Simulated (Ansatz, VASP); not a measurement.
## TiC: VASP beside Ansatz

The input INCAR:

```
ALGO = Normal
EDIFF = 1E-7
ENCUT = 520
GGA = PE
ISIF = 2
ISMEAR = 0
LASPH = True
LCHARG = False
LREAL = False
LWAVE = False
NBANDS = 24
NELM = 100
PREC = Accurate
SIGMA = 0.2
```

KPOINTS

```
k-points
0
Gamma
  12 12 12
```

Contents of POSCAR:

```
TiC
1.0
   -2.1663736817      0.0000000000     -2.1663736817
   -2.1663736817     -2.1663736817      0.0000000000
   -4.3327473633      2.1663736817      2.1663736817
Ti C
2 2
Direct
    0.2500000000      0.2500000000      0.2500000000
    0.7500000000      0.7500000000      0.7500000000
    0.5000000000      0.5000000000      0.5000000000
    1.0000000000      1.0000000000      0.0000000000
```

Input for Ansatz:

```yaml
crystal:
  lattice:
    - [-2.1663736817, 0.0, -2.1663736817]
    - [-2.1663736817, -2.1663736817, 0.0]
    - [-4.3327473633, 2.1663736817, 2.1663736817]
  atoms:
    - { symbol: Ti, position: [0.25, 0.25, 0.25] }
    - { symbol: Ti, position: [0.75, 0.75, 0.75] }
    - { symbol: C, position: [0.5, 0.5, 0.5] }
    - { symbol: C, position: [1.0, 1.0, 0.0] }
basis:
  ecutwfc: 420
kpoints:
  mp_grid: { grid: [12, 12, 12] }
hamiltonian:
  xc: pbe
scf:
  occupations: { method: gaussian, width: 0.2 }
  lower_state_search: "off"
output:
  forces: true
  stress: true
  eigenvalues: true
```

Alike in both runs: task single point; functional PBE; k mesh 12 × 12 × 12; occupations gaussian, width 0.2 eV; no spin polarisation.

```csv
,VASP,Ansatz
version,VASP 6.6.1,Ansatz 0.2.0
potentials or method,"VASP PAW PBE potentials, release 64 (Ti_sv, C), cutoff 520 eV","scalar-relativistic, plane waves, PAW"
valence electrons in the cell,32,32
```

VASP gave:

```
gap on the k mesh at the Fermi level (eV) : none
pressure (GPa)                            : 0.3
```

**Question.** What did Ansatz give for the same quantities?

**Answer.** gap on the k mesh at the Fermi level (eV): none; pressure (GPa): 0.0.

A gap of «none» marks a metal or a gap that the smearing closes. The functional is the same, so the differences come from potentials, cutoffs and numerics.
